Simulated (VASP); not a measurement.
**Ge: single point with PBE+D3(BJ)**

System: Ge, a slab with vacuum.

```
Ge
1.0
     4.02269    0.00000    0.00000
    -2.01134    3.48375    0.00000
     0.00000    0.00000   18.86852
Ge
4
Direct
  0.33333 0.66667 0.27476
  0.66667 0.33333 0.23849
  0.33333 0.66667 0.53626
  0.66667 0.33333 0.50000
```

This cell differs from its parent crystal: layers slid over each other.

| Quantity | Value |
| --- | --- |
| Program | VASP 6.6.1 |
| Task | single point |
| Functional | PBE |
| Dispersion | D3(BJ) |
| Potentials or basis | VASP PAW PBE potentials, release 64 (Ge_d) |
| Cutoff | 520 eV |
| k mesh | 9 × 9 × 1 |
| Occupations | gaussian, width 0.1 eV |
| Spin | no spin polarisation |
| Dipole correction | yes |
| Further INCAR settings | ALGO = Normal; EDIFF = 1e-06; NBANDS = 36 |

| Item | Value |
| --- | --- |
| Largest force | 0.095 eV/Å |
| Band gap on the k mesh | 0.44 eV |
| Dispersion energy per atom | -0.190 eV |

Forces in eV/Å, atoms in the order of the input:
```
Ge   0.000  0.000  0.095
Ge   0.000  0.000  0.014
Ge   0.000  0.000 -0.014
Ge   0.000  0.000 -0.095
```

Levels at points of the mesh, in eV from the valence-band top:
```csv
k point,band 25,band 26,band 27,band 28,band 29,band 30,band 31,band 32
"(0.00, 0.00, 0.00)",-0.24,-0.24,-0.21,-0.21,0.74,0.85,2.23,3.35
```

Run time: 83 s on 1 thread of Intel(R) Xeon(R) 6975P-C (Granite Rapids), on a shared host, peak memory 0.38 GiB.

Caveat: the cell differs from its parent crystal (layers slid over each other).
